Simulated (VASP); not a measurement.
# HfSnSe4 (P-3m1) in VASP: single point with PBEsol

Aim: the single point of HfSnSe4 with PBEsol.

Program: VASP 6.6.1. These are calculated values, not measurements. Logs are shortened: lines on timing, memory, paths and dates and some standing lists are left out, and cuts for length are marked.

### Step 1. The cell of the first run

Symmetry: P-3m1, No. 164, trigonal system. Conventional cell: a = 3.821 Å, b = 3.821 Å, c = 14.109 Å, α = 90.00°, β = 90.00°, γ = 120.00°. Within 3.6 Å of Hf (site symmetry -3m) lie 6 Se at 2.70 Å. Within 3.6 Å of Sn (site symmetry -3m) lie 6 Se at 2.73 Å. Se (site symmetry 3m) has 3 Sn at 2.73 Å within 3.6 Å. Within 3.6 Å of Se (site symmetry 3m) lie 3 Hf at 2.70 Å.

### Step 2. Single point, PBEsol

INCAR reads:

```
SYSTEM = HfSnSe4
PREC = Accurate
ENCUT = 520
EDIFF = 1E-6
ISMEAR = 0
SIGMA = 0.02
LREAL = .False.
LASPH = .True.
NELM = 100
ALGO = Normal
ISIF = 2
LWAVE = .False.
LCHARG = .False.
GGA = PS
NBANDS = 33
```

KPOINTS reads:

```
regular mesh
0
Gamma
  12 12 4
  0 0 0
```

POSCAR reads:

```
HfSnSe4
1.0
    3.8207072722      0.0000000000      0.0000000000
   -1.9103536361      3.3088295581      0.0000000000
    0.0000000000      0.0000000000     14.1092003231
Hf Sn Se
1 1 4
Direct
    0.0000000000      0.0000000000      0.5000000000
    0.0000000000      0.0000000000      0.0000000000
    0.6666666667      0.3333333333      0.8858015167
    0.6666666667      0.3333333333      0.3897634218
    0.3333333333      0.6666666667      0.6102365782
    0.3333333333      0.6666666667      0.1141984833
```

Potentials or basis: VASP PAW PBE potentials, release 64 (Hf_pv, Sn_d, Se).

Run with:

```sh
cat potpaw_PBE.64/Hf_pv/POTCAR potpaw_PBE.64/Sn_d/POTCAR potpaw_PBE.64/Se/POTCAR > POTCAR
mpirun -np 1 vasp_std > vasp.out
```

OUTCAR:

```text
SYSTEM = HfSnSe4
   PREC = Accurate
   ENCUT = 520
   EDIFF = 1E-6
   ISMEAR = 0
   LREAL = .False.
   LASPH = .True.
   NELM = 100
   ISIF = 2
   GGA = PS

 ion  position               nearest neighbor table
   1  0.000  0.000  0.500-   4 2.70   5 2.70   5 2.70   4 2.70   4 2.70   5 2.70
   2  0.000  0.000  0.000-   3 2.73   6 2.73   6 2.73   3 2.73   3 2.73   6 2.73
   3  0.667  0.333  0.886-   2 2.73   2 2.73   2 2.73
   4  0.667  0.333  0.390-   1 2.70   1 2.70   1 2.70
   5  0.333  0.667  0.610-   1 2.70   1 2.70   1 2.70
   6  0.333  0.667  0.114-   2 2.73   2 2.73   2 2.73

  LATTYP: Found a hexagonal cell.
 ALAT       =     3.8207072722
 C/A-ratio  =     3.6928242124

  Lattice vectors:

 A1 = (   3.8207072722,   0.0000000000,   0.0000000000)
 A2 = (  -1.9103536361,   3.3088295581,   0.0000000000)
 A3 = (   0.0000000000,   0.0000000000,  14.1092003231)

Analysis of symmetry for initial positions (statically):
=====================================================================
 Subroutine PRICEL returns:
 Original cell was already a primitive cell.

 Routine SETGRP: Setting up the symmetry group for a
 hexagonal supercell.

 Subroutine GETGRP returns: Found 12 space group operations
 (whereof 12 operations were pure point group operations)
 out of a pool of 24 trial point group operations.

The static configuration has the point symmetry D_3d.

Analysis of symmetry for dynamics (positions and initial velocities):
=====================================================================
 Subroutine PRICEL returns:
 Original cell was already a primitive cell.

 Routine SETGRP: Setting up the symmetry group for a
 hexagonal supercell.

 Subroutine GETGRP returns: Found 12 space group operations
 (whereof 12 operations were pure point group operations)
 out of a pool of 24 trial point group operations.

The dynamic configuration has the point symmetry D_3d.

 Subroutine INISYM returns: Found 12 space group operations
 (whereof 12 operations are pure point group operations),
 and found     1 'primitive' translations

----------------------------------------------------------------------------------------

                                     Primitive cell

  volume of cell :     178.3695

  direct lattice vectors                    reciprocal lattice vectors
     3.820707272  0.000000000  0.000000000     0.261731645  0.151110836  0.000000000
    -1.910353636  3.308829558  0.000000000     0.000000000  0.302221672  0.000000000
     0.000000000  0.000000000 14.109200323     0.000000000  0.000000000  0.070875739

  length of vectors
     3.820707272  3.820707272 14.109200323     0.302221672  0.302221672  0.070875739

  position of ions in fractional coordinates (direct lattice)
     0.000000000  0.000000000  0.500000000
     0.000000000  0.000000000  0.000000000
     0.666666667  0.333333333  0.885801517
     0.666666667  0.333333333  0.389763422
     0.333333333  0.666666667  0.610236578
     0.333333333  0.666666667  0.114198483

  ion indices of the primitive-cell ions
   primitive index   ion index
                 1           1
                 2           2
                 3           3
                 4           4
                 5           5
                 6           6

----------------------------------------------------------------------------------------

 KPOINTS: regular mesh

Automatic generation of k-mesh.
 Grid dimensions read from file:
 generate k-points for:   12   12    4

 Generating k-lattice:

  Cartesian coordinates                     Fractional coordinates (reciprocal lattice)
     0.021810970  0.012592570  0.000000000     0.083333333  0.000000000  0.000000000
     0.000000000  0.025185139  0.000000000     0.000000000  0.083333333  0.000000000
     0.000000000  0.000000000  0.017718935     0.000000000  0.000000000  0.250000000

  Length of vectors
     0.025185139  0.025185139  0.017718935

  Shift w.r.t. Gamma in fractional coordinates (k-lattice)
     0.000000000  0.000000000  0.000000000

 Subroutine IBZKPT returns following result:
 ===========================================

 Found     69 irreducible k-points:

 Following reciprocal coordinates:
            Coordinates               Weight
  0.000000  0.000000  0.000000      1.000000
  0.083333 -0.000000  0.000000      6.000000
  0.166667  0.000000  0.000000      6.000000
  0.250000  0.000000  0.000000      6.000000
  0.333333 -0.000000  0.000000      6.000000
  0.416667  0.000000  0.000000      6.000000
[... 16 lines left out ...]
  0.166667  0.000000  0.250000      6.000000
  0.000000  0.166667  0.250000      6.000000
 [... further k-points ...]
   k-points           NKPTS =     69   k-points in BZ     NKDIM =     69   number of bands    NBANDS=     33
   number of dos      NEDOS =    301   number of ions     NIONS =      6
   total plane-waves  NPLWV =  84672
   dimension x,y,z NGX =    28 NGY =   28 NGZ =  108
   dimension x,y,z NGXF=    56 NGYF=   56 NGZF=  216
   ions per type =               1   1   4
   NGX,Y,Z   is equivalent  to a cutoff of  12.18, 12.18, 12.73 a.u.
   NGXF,Y,Z  is equivalent  to a cutoff of  24.37, 24.37, 25.45 a.u.
 SYSTEM =  HfSnSe4
   PREC   = accura    normal or accurate (medium, high low for compatibility)
   ISTART =      0    job   : 0-new  1-cont  2-samecut
   ICHARG =      2    charge: 1-file 2-atom 10-const
   ISPIN  =      1    spin polarized calculation?
   LNONCOLLINEAR =      F non collinear calculations
   LSORBIT =      F    spin-orbit coupling
   LASPH  =      T    aspherical Exc in radial PAW
   ENCUT  =  520.0 eV  38.22 Ry    6.18 a.u.   7.10  7.10 26.23*2*pi/ulx,y,z
   NELM   =    100;   NELMIN=  2; NELMDL= -5     # of ELM steps
   EDIFF  = 0.1E-05   stopping-criterion for ELM
   LREAL  =      F    real-space projection
   EDIFFG = 0.1E-04   stopping-criterion for IOM
   NSW    =      0    number of steps for IOM
   IBRION =     -1    ionic relax: 0-MD 1-quasi-New 2-CG
   NFREE  =      0    steps in history (QN), initial steepest desc. (CG)
   ISIF   =      2    stress and relaxation
   ISYM   =      2    0-nonsym 1-usesym 2-fastsym
   POTIM  = 0.5000    time-step for ionic-motion
   TEBEG  =    0.0;   TEEND  =   0.0 temperature during run
   PSTRESS=    0.0 pullay stress
   NELECT =      48.0000    total number of electrons
   NUPDOWN=      -1.0000    fix difference up-down
   EMIN   =  10.00;   EMAX   =-10.00  energy-range for DOS
   EFERMI =   0.00;   METHOD = LEGACY
   ISMEAR =     0;   SIGMA  =   0.02  broadening in eV -4-tet -1-fermi 0-gaus
   EFERMI_NEDOS =   21; number of points for ismear=-14 and -15
   IALGO  =     38    algorithm
   IMIX   =      4    mixing-type and parameters
     AMIX     =   0.40;   BMIX     =  1.00
     AMIX_MAG =   1.60;   BMIX_MAG =  1.00
  volume/ion in A,a.u.               =      29.73       200.62
  Fermi-wavevector in a.u.,A,eV,Ry     =   1.056935  1.997318 15.199234  1.117112
  Thomas-Fermi vector in A             =   2.192189
   LORBIT       =      0    0 simple, 1 ext, 2 COOP (PROOUT), +10 PAW based schemes
   GGA     = PS    functional components
   LHFCALC =     F    Hartree Fock is set to
   AEXX    =    0.0000 exact exchange contribution
   IVDW    =     0    specifies the selected vdW correction
   LEPSILON=     F    determine dielectric tensor
   LRPA    =     F    only Hartree local field effects (RPA)
 non-spin polarized calculation
 Gauss-broadening in eV      SIGMA  =   0.02
  energy-cutoff  :      520.00
  volume of cell :      178.37
 maximum number of plane-waves:      4842
   NGX = 15   NGY = 15   NGZ = 53

 number of electron      47.9999996 magnetization

 Free energy of the ion-electron system (eV)
  ---------------------------------------------------
  ext. energy  EPLUGINS =         0.00000000
  ---------------------------------------------------
  free energy    TOTEN  =       -35.04317680 eV

  energy without entropy =      -35.04317680  energy(sigma->0) =      -35.04317680

 E-fermi :   2.3465     XC(G=0):  -8.7844

 val. band max:        2.2361929153   @ k =   0.0000   0.0000   0.5000
 cond. band min:       2.6348934898   @ k =   0.5000   0.0000   0.0000
 fundamental gap:      0.3987005745
 Fermi energy:         2.3464992765

 k-point     1 :       0.0000    0.0000    0.0000
  band No.  band energies     occupation
      1     -28.9997      2.00000
      2     -28.9363      2.00000
      3     -28.9363      2.00000
      4     -19.0812      2.00000
      5     -19.0812      2.00000
      6     -19.0415      2.00000
[... 25 lines left out ...]
     32       6.8970      0.00000
     33       7.2364      0.00000

 k-point     2 :       0.0833   -0.0000    0.0000
  band No.  band energies     occupation
      1     -28.9982      2.00000
      2     -28.9436      2.00000
      3     -28.9380      2.00000
      4     -19.0836      2.00000
      5     -19.0783      2.00000
      6     -19.0397      2.00000
[... 25 lines left out ...]
     32       6.7138      0.00000
     33       7.2081      0.00000

 k-point     3 :       0.1667    0.0000    0.0000
  band No.  band energies     occupation
      1     -28.9942      2.00000
      2     -28.9633      2.00000
      3     -28.9424      2.00000
      4     -19.0911      2.00000
      5     -19.0712      2.00000
      6     -19.0394      2.00000
[... 25 lines left out ...]
     32       7.0430      0.00000
     33       7.1497      0.00000

 k-point     4 :       0.2500    0.0000    0.0000
  band No.  band energies     occupation
      1     -28.9916      2.00000
      2     -28.9873      2.00000
      3     -28.9486      2.00000
      4     -19.1028      2.00000
      5     -19.0632      2.00000
      6     -19.0455      2.00000
[... 673 lines left out ...]
     32       6.7156      0.00000
     33       7.2225      0.00000

 k-point    23 :       0.1667    0.0000    0.2500
  band No.  band energies     occupation
      1     -28.9942      2.00000
      2     -28.9633      2.00000
      3     -28.9424      2.00000
      4     -19.0911      2.00000
      5     -19.0712      2.00000
      6     -19.0394      2.00000
[... 25 lines left out ...]
     32       7.0558      0.00000
     33       7.1367      0.00000

 k-point    24 :       0.0000    0.1667    0.2500
  band No.  band energies     occupation
      1     -28.9942      2.00000
      2     -28.9633      2.00000
      3     -28.9424      2.00000
      4     -19.0911      2.00000
      5     -19.0712      2.00000
      6     -19.0394      2.00000
[... 25 lines left out ...]
     32       7.0597      0.00000
     33       7.1321      0.00000

 [... further k-points ...]

------------------------ aborting loop because EDIFF is reached ----------------------------------------

  FORCE on cell =-STRESS in cart. coord.  units (eV):
  Direction    XX          YY          ZZ          XY          YZ          ZX
  --------------------------------------------------------------------------------------
  -------------------------------------------------------------------------------------
  Total       -3.0615925     -3.0615925     -2.2978801      0.0000000     -0.0000000      0.0000000
  in kB      -27.5002983    -27.5002983    -20.6403654      0.0000000     -0.0000000      0.0000000
  external PRESSURE =     -25.2136540 kB  Pullay stress =       0.0000000 kB

 VOLUME and BASIS-vectors are now :
 -----------------------------------------------------------------------------
  energy-cutoff  :      520.00
  volume of cell :      178.37
      direct lattice vectors                 reciprocal lattice vectors
     3.820707272  0.000000000  0.000000000     0.261731645  0.151110836  0.000000000
    -1.910353636  3.308829558  0.000000000     0.000000000  0.302221672  0.000000000
     0.000000000  0.000000000 14.109200323     0.000000000  0.000000000  0.070875739

 POSITION                                       TOTAL-FORCE (eV/Angst)
 -----------------------------------------------------------------------------------
      0.00000      0.00000      7.05460         0.000000      0.000000      0.000000
      0.00000      0.00000      0.00000         0.000000      0.000000      0.000000
      1.91035      1.10294     12.49795        -0.000000     -0.000000      0.231302
      1.91035      1.10294      5.49925        -0.000000      0.000000      0.327206
     -0.00000      2.20589      8.60995         0.000000      0.000000     -0.327206
     -0.00000      2.20589      1.61125         0.000000      0.000000     -0.231302
 -----------------------------------------------------------------------------------
    total drift:                               -0.000000     -0.000000      0.000000

  FREE ENERGIE OF THE ION-ELECTRON SYSTEM (eV)
  ---------------------------------------------------
  free  energy   TOTEN  =       -35.0431768026 eV

  energy  without entropy=      -35.0431768026  energy(sigma->0) =      -35.04317680
```

It took 5.9 min on 1 thread of Intel Xeon Platinum 8259CL at 2.50GHz (Skylake/Cascade Lake), shared host; peak memory 0.55 GiB.

What came out:

```
Free energy            : -35.0432 eV
Pressure               : -2.5 GPa
Largest force          : 0.327 eV/Å
Band gap on the k mesh : 0.40 eV (least direct gap 1.01 eV)
```

Forces in eV/Å, atoms in the order of the input:
```
Hf   0.000  0.000  0.000
Sn   0.000  0.000  0.000
Se   0.000  0.000  0.231
Se   0.000  0.000  0.327
Se   0.000  0.000 -0.327
Se   0.000  0.000 -0.231
```

Levels at points of the mesh, in eV from the valence-band top:
```csv
k point,band 20,band 21,band 22,band 23,band 24,band 25,band 26,band 27,band 28,band 29
"(0.00, 0.00, 0.00)",-0.69,-0.31,-0.31,0.00,0.00,1.23,1.48,1.48,2.00,2.79
"(0.50, 0.00, 0.00)",-2.34,-1.47,-1.16,-1.07,-0.61,0.40,0.77,3.11,3.16,3.71
"(0.00, 0.00, 0.50)",-0.70,-0.31,-0.31,0.00,0.00,1.42,1.48,1.48,1.95,2.77
"(0.50, 0.00, 0.50)",-2.34,-1.54,-1.16,-1.03,-0.60,0.45,0.72,3.11,3.15,3.66
```

Caveat: the PAW data sets were made with another functional, which shifts forces and pressure a little; spin-orbit coupling is left out, which moves the levels of the heavy elements; this functional lacks dispersion, which binds the layers, so the pressure and a relaxed spacing across them are unreliable.
